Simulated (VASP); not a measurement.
Here is a VASP 6.6.1 calculation.

The input INCAR:

```
  PREC = Accurate
  ENCUT = 520
  EDIFF = 1E-7
  ISMEAR = 0
  SIGMA = 0.1
  LREAL = False
  LASPH = True
  NELM = 80
  ALGO = Normal
  ISIF = 2
  LWAVE = False
  LCHARG = False
  GGA = PE
  NBANDS = 32
```

Contents of KPOINTS:

```
regular mesh
0
Gamma
  4 4 4
```

File POSCAR:

```
Al2P3
1.0
    7.2870440854      0.0000000000      0.0000000000
    0.0000000000      7.2870440854      0.0000000000
    0.0000000000      0.0000000000      2.8681209162
Al P
4 6
Direct
    0.8452763535      0.3452763535      0.0000000000
    0.6547236465      0.8452763535      0.0000000000
    0.1547236465      0.6547236465      0.0000000000
    0.3452763535      0.1547236465      0.0000000000
    0.5000000000      0.5000000000      0.0000000000
    0.0000000000      0.0000000000      0.0000000000
    0.6463621323      0.1463621323      0.5000000000
    0.8536378677      0.6463621323      0.5000000000
    0.3536378677      0.8536378677      0.5000000000
    0.1463621323      0.3536378677      0.5000000000
```

Potentials or basis: VASP PAW PBE potentials, release 64 (Al, P).

Launch:

```sh
$ cat potpaw_PBE.64/Al/POTCAR potpaw_PBE.64/P/POTCAR > POTCAR
$ mpirun -np 1 vasp_std > vasp.out
```

Question: Estimate the largest force.

Answer: 0.013 eV/Å.

Question: Predict the pressure.

Answer: -0.2 GPa.

Question: Predict the band gap on the k mesh.

Answer: Zero (band 21 reaches 10.89 eV, above the bottom of band 22 at 6.94 eV).

Forces in eV/Å, atoms in the order of the input:
```
Al   0.009  0.009  0.000
Al  -0.009  0.009  0.000
Al  -0.009 -0.009  0.000
Al   0.009 -0.009  0.000
P    0.000  0.000  0.000
P    0.000  0.000  0.000
P   -0.006 -0.006  0.000
P    0.006 -0.006  0.000
P    0.006  0.006  0.000
P   -0.006  0.006  0.000
```

Caveat: the k points lie up to 0.55 Å⁻¹ apart.
